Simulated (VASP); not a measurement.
Input of a VASP 6.6.1 run:

The input INCAR:

```
SYSTEM = Ir
PREC     = Accurate       ! precision mode
ENCUT    = 520            ! plane-wave cutoff, eV
EDIFF    = 1E-6           ! SCF threshold, eV
ISMEAR   = 0              ! smearing method
SIGMA    = 0.15           ! smearing width, eV
LREAL    = .False.        ! projectors in reciprocal space
LASPH    = .True.         ! aspherical terms in the spheres
NELM     = 100            ! most SCF steps
ALGO     = Fast           ! electronic algorithm
ISIF     = 2              ! what is computed and relaxed
LWAVE    = .False.        ! write WAVECAR
LCHARG   = .True.         ! write CHGCAR
LELF     = .True.         ! ELF
LVHAR    = .True.       
NBANDS   = 16             ! bands
```

The input KPOINTS:

```
Automatic mesh
0
Gamma
  16 16 12
  0 0 0
```

Contents of POSCAR:

```
Ir
1.0
    0.0000000000     -1.9054060557     -1.9054060557
    0.0000000000      1.9054060557     -1.9054060557
    3.8108121114      0.0000000000      0.0000000000
Ir
2
Direct
    0.5000000000      0.5000000000      0.4887687982
    0.0000000000      0.0000000000      0.0112312018
```

Potentials or basis: VASP PAW LDA potentials, release 64 (Ir).

Command:

```console
$ cat potpaw_LDA.64/Ir/POTCAR > POTCAR
$ mpirun -np 1 vasp_std > vasp.out
```

Task: Estimate the band gap on the k mesh.

Result: Zero (bands 9 and 10 overlap by 3.19 eV).

Task: What does it give for the largest force?

Result: 1.212 eV/Å.

Stress tensor (GPa, compression positive):
```
4.70 0.00 0.00
0.00 4.27 0.00
0.00 0.00 4.27
```

Caveat: the cell differs from its parent crystal (atoms displaced along a vibrational mode); the cell stands under pressure; spin-orbit coupling is left out, which moves the levels of the heavy elements; forces of over 1 eV/Å act on the atoms, so gaps and moduli don't describe the material at rest.
